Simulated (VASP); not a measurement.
Here is a VASP 6.6.1 calculation.

Contents of INCAR:

```
  ALGO = Normal
  EDIFF = 1E-6
  ENCUT = 520
  GGA = PS
  ISIF = 2
  ISMEAR = 0
  LASPH = True
  LCHARG = False
  LREAL = False
  LWAVE = False
  NBANDS = 20
  NELM = 100
  PREC = Accurate
  SIGMA = 0.02
```

KPOINTS

```
k-points
0
Gamma
  12 12 2
```

POSCAR

```
MoS2
1.0
    3.1403006298      0.0000000000      0.0000000000
   -1.5701503149      2.7195801209      0.0000000000
    0.0000000000      0.0000000000     15.6156536443
S Mo
2 1
Direct
    0.3333333333      0.6666666667      0.9001984712
    0.3333333333      0.6666666667      0.0998015288
    0.0000000000      0.0000000000      0.0000000000
```

Potentials or basis: VASP PAW PBE potentials, release 64 (S, Mo_sv).

The run is started by

```bash
$ cat potpaw_PBE.64/S/POTCAR potpaw_PBE.64/Mo_sv/POTCAR > POTCAR
$ mpirun -np 1 vasp_std > vasp.out
```

**Question.** Predict the band gap on the k mesh.

**Answer.** 1.81 eV.
